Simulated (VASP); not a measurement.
Set up this calculation in VASP 6.6.1, as the native input.

```yaml
Task: single point
Functional: PBE
Potentials_or_basis: VASP PAW PBE potentials, release 64 (Zn, Sn_d, N)
Cutoff: 520 eV
k_mesh: 12 × 12 × 6
Occupations: gaussian, width 0.1 eV
Spin: no spin polarisation
Dipole_correction: no
Further_INCAR_settings: ALGO = Normal; EDIFF = 1e-06; NBANDS = 26
```

The structure of ZnSnN2 lies in POSCAR:

```
ZnSnN2
1.0
    4.5359951435      0.0000000000      0.0000000000
   -2.2679975718      3.9282870257      0.0000000000
    0.0000000000      0.0000000000     10.0023521325
Zn Sn N
1 1 2
Direct
    0.0000000000      0.0000000000      0.0000000000
    0.6666666667      0.3333333333      0.0000000000
    0.0000000000      0.0000000000      0.5551072800
    0.0000000000      0.0000000000      0.4448927200
```

The input as run:

INCAR

```
ALGO = Normal
EDIFF = 1E-6
ENCUT = 520
GGA = PE
ISIF = 2
ISMEAR = 0
LASPH = True
LCHARG = True
LELF = True
LREAL = False
LVHAR = True
LWAVE = False
NBANDS = 26
NELM = 100
PREC = Accurate
SIGMA = 0.1
```

KPOINTS

```
k-points
0
Gamma
  12 12 6
```

Potentials or basis: VASP PAW PBE potentials, release 64 (Zn, Sn_d, N).

Command:

```bash
$ cat potpaw_PBE.64/Zn/POTCAR potpaw_PBE.64/Sn_d/POTCAR potpaw_PBE.64/N/POTCAR > POTCAR
$ mpirun -np 1 vasp_std > vasp.out
```

Results of the run:

```yaml
Pressure: 0.5 GPa
Largest_force: 1.742 eV/Å
Band_gap_on_the_k_mesh: zero (band 18 reaches 0.43 eV, above the bottom of band 19 at -1.04 eV)
```

Caveat: the standard files for N, O and F lose accuracy on very short bonds; spin-orbit coupling is left out, which moves the levels of the heavy elements; forces of over 1 eV/Å act on the atoms, so gaps and moduli don't describe the material at rest.

Run time: 2.4 min on 1 thread of Intel(R) Xeon(R) 6975P-C (Granite Rapids), with other jobs on the host, peak memory 0.55 GiB.
